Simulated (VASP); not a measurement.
A run of VASP 6.6.1 is set up as follows.

Contents of INCAR:

```
PREC = Accurate
ENCUT = 520
EDIFF = 1E-6
ISMEAR = 0
SIGMA = 0.05
LREAL = False
LASPH = True
NELM = 100
ALGO = Normal
ISIF = 2
LWAVE = False
LCHARG = False
GGA = PE
NBANDS = 26
```

File KPOINTS:

```
regular mesh
0
Gamma
  12 12 4
```

File POSCAR:

```
CdS
1.0
    4.1347992034      0.0000000000      0.0000000000
   -2.0673996017      3.5808411497      0.0000000000
    0.0000000000      0.0000000000      6.7490000000
Cd S
2 2
Direct
    0.3333333333      0.6666666667      0.0000000000
    0.6666666667      0.3333333333      0.5000000000
    0.3054069340      0.6108138679      0.4146340199
    0.6666666667      0.3333333333      0.8850000000
```

Potentials or basis: VASP PAW PBE potentials, release 64 (Cd, S).

Run with:

```sh
$ cat potpaw_PBE.64/Cd/POTCAR potpaw_PBE.64/S/POTCAR > POTCAR
$ mpirun -np 1 vasp_std > vasp.out
```

(1) Estimate the band gap on the k mesh.

(2) Estimate the pressure.

(3) What does it give for the largest force?

Results:

(1) 1.20 eV, direct.

(2) 4.2 GPa.

(3) 1.836 eV/Å.

Caveat: the cell differs from its parent crystal (atom 3 (S) moved by (-0.200, +0.200) A along y and z); forces of over 1 eV/Å act on the atoms, so gaps and moduli don't describe the material at rest.
